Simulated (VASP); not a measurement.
# Ti (Im-3m) in VASP: further runs, part 2 of 2

VASP 6.6.1. Earlier steps stand in the parts before.

**5. Single point, PBE**

INCAR reads:

```
SYSTEM = Ti
PREC = Accurate
ENCUT = 520
EDIFF = 1E-6
ISMEAR = -1
SIGMA = 0.05
LREAL = .FALSE.
LASPH = .TRUE.
NELM = 60
ALGO = Normal
ISIF = 2
LWAVE = .FALSE.
LCHARG = .FALSE.
GGA = PE
NBANDS = 12
```

KPOINTS reads:

```
Automatic mesh
0
G
  11 11 11
  0 0 0
```

POSCAR reads:

```
Ti
1.0
   -1.6410000000      1.6410000000      1.6410000000
    1.6410000000     -1.6410000000      1.6410000000
    1.6410000000      1.6410000000     -1.6410000000
Ti
1
Direct
    0.0000000000      0.0000000000      0.0000000000
```

Potentials or basis: VASP PAW PBE potentials, release 64 (Ti_sv).

Run with:

```console
$ cat potpaw_PBE.64/Ti_sv/POTCAR > POTCAR
$ mpirun -np 1 vasp_std > vasp.out
```

OUTCAR:

```text
SYSTEM = Ti
   PREC = Accurate
   ENCUT = 520
   EDIFF = 1E-6
   ISMEAR = -1
   LREAL = .FALSE.
   LASPH = .TRUE.
   NELM = 60
   ISIF = 2
   GGA = PE

 ion  position               nearest neighbor table
   1  0.000  0.000  0.000-

  LATTYP: Found a body centered cubic cell.
 ALAT       =     3.2820000000

  Lattice vectors:

 A1 = (  -1.6410000000,   1.6410000000,   1.6410000000)
 A2 = (   1.6410000000,  -1.6410000000,   1.6410000000)
 A3 = (   1.6410000000,   1.6410000000,  -1.6410000000)

Analysis of symmetry for initial positions (statically):
=====================================================================
 Subroutine PRICEL returns:
 Original cell was already a primitive cell.

 Routine SETGRP: Setting up the symmetry group for a
 body centered cubic supercell.

 Subroutine GETGRP returns: Found 48 space group operations
[... 9 lines left out ...]

 Routine SETGRP: Setting up the symmetry group for a
 body centered cubic supercell.

 Subroutine GETGRP returns: Found 48 space group operations
[... 11 lines left out ...]
                                     Primitive cell

[... 135 lines left out ...]

 E-fermi :   7.9017     XC(G=0): -11.4107

 val. band max:        7.9005683125   @ k =  -0.4545  -0.4545   0.0909
 cond. band min:       7.9030585672   @ k =  -0.4545  -0.4545   0.0909
 fundamental gap:      0.0024902547
 Fermi energy:         7.9016817477

 k-point     1 :       0.0000    0.0000    0.0000
  band No.  band energies     occupation
      1     -48.6544      2.00000
      2     -24.5310      2.00000
      3     -24.5310      2.00000
      4     -24.5310      2.00000
      5       1.9901      2.00000
      6       8.8819      0.00000
      7       8.8819      0.00000
      8       8.8819      0.00000
      9      10.6012      0.00000
     10      10.6012      0.00000
     11      25.1909      0.00000
     12      25.1909      0.00000
[... 331 lines left out ...]
 k-point    24 :       0.3636    0.1818    0.0909
  band No.  band energies     occupation
      1     -48.5259      2.00000
      2     -25.0503      2.00000
      3     -24.8134      2.00000
      4     -24.6316      2.00000
      5       6.4708      2.00000
      6       7.3262      1.99998
      7       7.9291      0.73220
      8      10.7772      0.00000
      9      10.9660      0.00000
     10      14.1056      0.00000
     11      16.3206      0.00000
     12      18.8601      0.00000

 [... further k-points ...]
[... 5 lines left out ...]
  --------------------------------------------------------------------------------------
  -------------------------------------------------------------------------------------
  Total       -0.3013303     -0.3013303     -0.3013303      0.0000000      0.0000000      0.0000000
  in kB      -27.3128912    -27.3128912    -27.3128912      0.0000000      0.0000000      0.0000000
  external PRESSURE =     -27.3128912 kB  Pullay stress =       0.0000000 kB

 VOLUME and BASIS-vectors are now :
 -----------------------------------------------------------------------------
  energy-cutoff  :      520.00
  volume of cell :       17.68
      direct lattice vectors                 reciprocal lattice vectors
    -1.641000000  1.641000000  1.641000000     0.000000000  0.304692261  0.304692261
     1.641000000 -1.641000000  1.641000000     0.304692261  0.000000000  0.304692261
     1.641000000  1.641000000 -1.641000000     0.304692261  0.304692261  0.000000000

 POSITION                                       TOTAL-FORCE (eV/Angst)
 -----------------------------------------------------------------------------------
      0.00000      0.00000      0.00000        -0.000000     -0.000000     -0.000000
 -----------------------------------------------------------------------------------
    total drift:                                0.000000      0.000000      0.000000

  FREE ENERGIE OF THE ION-ELECTRON SYSTEM (eV)
  ---------------------------------------------------
  free  energy   TOTEN  =        -7.7294872820 eV

  energy  without entropy=       -7.7068066916  energy(sigma->0) =       -7.71814699
```

OSZICAR:

```text
N       E                     dE             d eps       ncg     rms          rms(c)
DAV:   1     0.861410189879E+02    0.86141E+02   -0.65794E+03  1344   0.120E+03
DAV:   2    -0.427249320870E+01   -0.90414E+02   -0.87814E+02  1372   0.295E+02
DAV:   3    -0.870285854792E+01   -0.44304E+01   -0.43807E+01  1860   0.652E+01
DAV:   4    -0.880145498600E+01   -0.98596E-01   -0.98508E-01  1520   0.851E+00
DAV:   5    -0.880402831178E+01   -0.25733E-02   -0.25733E-02  1616   0.116E+00    0.815E+00
DAV:   6    -0.772110312534E+01    0.10829E+01   -0.26575E+00  1444   0.227E+01    0.202E+00
DAV:   7    -0.771997961833E+01    0.11235E-02   -0.68286E-02  1596   0.267E+00    0.124E+00
DAV:   8    -0.772902145308E+01   -0.90418E-02   -0.34151E-02  1416   0.216E+00    0.107E-01
DAV:   9    -0.772948170588E+01   -0.46025E-03   -0.25118E-03  1632   0.491E-01    0.755E-02
DAV:  10    -0.772950750157E+01   -0.25796E-04   -0.26453E-04  1456   0.182E-01    0.154E-02
DAV:  11    -0.772948700683E+01    0.20495E-04   -0.27102E-05  1524   0.827E-02    0.761E-03
DAV:  12    -0.772948728204E+01   -0.27521E-06   -0.19179E-06  1444   0.164E-02
   1 F= -.77294873E+01 E0= -.77181470E+01  d E =-.226806E-01
```

It took 4 s on 1 thread of Intel Xeon 6975P-C (Granite Rapids), shared host; peak memory 0.14 GiB.

What came out:

```
Free energy            : -7.7295 eV
Pressure               : -2.7 GPa
Band gap on the k mesh : zero (band 6 reaches 8.89 eV, above the bottom of band 7 at 7.33 eV)
```

Levels at points of the mesh, in eV from the Fermi level:
| k point | band 2 | band 3 | band 4 | band 5 | band 6 | band 7 | band 8 | band 9 | band 10 | band 11 |
| --- | --- | --- | --- | --- | --- | --- | --- | --- | --- | --- |
| (0.00, 0.00, 0.00) | -32.43 | -32.43 | -32.43 | -5.91 | 0.98 | 0.98 | 0.98 | 2.70 | 2.70 | 17.29 |

**6. Single point, LDA (volume scaled by 0.94)**

INCAR reads:

```
PREC = Accurate
ENCUT = 520
EDIFF = 1E-7
ISMEAR = -1
SIGMA = 0.05
LREAL = False
LASPH = True
NELM = 100
ALGO = Normal
ISIF = 2
LWAVE = False
LCHARG = False
NBANDS = 12
```

KPOINTS reads:

```
regular mesh
0
Gamma
  11 11 11
```

POSCAR reads:

```
Ti
1.0
   -1.6075008044      1.6075008044      1.6075008044
    1.6075008044     -1.6075008044      1.6075008044
    1.6075008044      1.6075008044     -1.6075008044
Ti
1
Direct
    0.0000000000      0.0000000000      0.0000000000
```

Potentials or basis: VASP PAW LDA potentials, release 64 (Ti_sv).

Run with:

```console
$ cat potpaw_LDA.64/Ti_sv/POTCAR > POTCAR
$ mpirun -np 1 vasp_std > vasp.out
```

It took 9.7 s on 1 thread of AMD EPYC 7R43 (Zen 3), shared host; peak memory 0.1 GiB.

The run converged. Its results:

```yaml
Free_energy: -8.4571 eV
Pressure: -5.4 GPa
Band_gap_on_the_k_mesh: zero (band 6 reaches 9.33 eV, above the bottom of band 7 at 7.67 eV)
```

Levels at points of the mesh, in eV from the Fermi level:
```
           k point  band 4  band 5  band 6  band 7  band 8  band 9
(0.00, 0.00, 0.00)  -31.90   -5.95    1.01    1.01    1.01    2.88
```

**7. Overview**

| task | level | potentials or basis | cell | cutoff (eV) | smearing | gap on the mesh (eV) | pressure (GPa) |
| --- | --- | --- | --- | --- | --- | --- | --- |
| single point | PBE | VASP PAW PBE potentials, release 64 (Ti_sv) | a = 2.842 Å, angles 109.5°, 1 atom | 520 | gaussian 0.018 eV | none | -3.5 |
| relaxation of cell and atoms | RPBE+D4 | VASP PAW PBE potentials, release 64 (Ti_sv) | relaxed from a = 2.842 Å, angles 109.5°, 1 atom | 600 | fermi-dirac 0.05 eV | none | 0.0 |
| single point | PBE | VASP PAW PBE potentials, release 64 (Ti_sv) | a = 2.842 Å, angles 109.5°, 1 atom | 520 | fermi-dirac 0.05 eV | none | -2.7 |
| single point | LDA | VASP PAW LDA potentials, release 64 (Ti_sv) | a = 2.784 Å, angles 109.5°, 1 atom | 520 | fermi-dirac 0.05 eV | none | -5.4 |

Alike in all rows: no spin polarisation; k mesh 11 × 11 × 11.

Caveats: the PAW data sets were made with another functional, which shifts forces and pressure a little (some runs); pairwise dispersion overbinds metals, which lowers pressure and volume (some runs).

Total energies depend on the potentials used, so only differences within one code and one set of settings carry meaning.
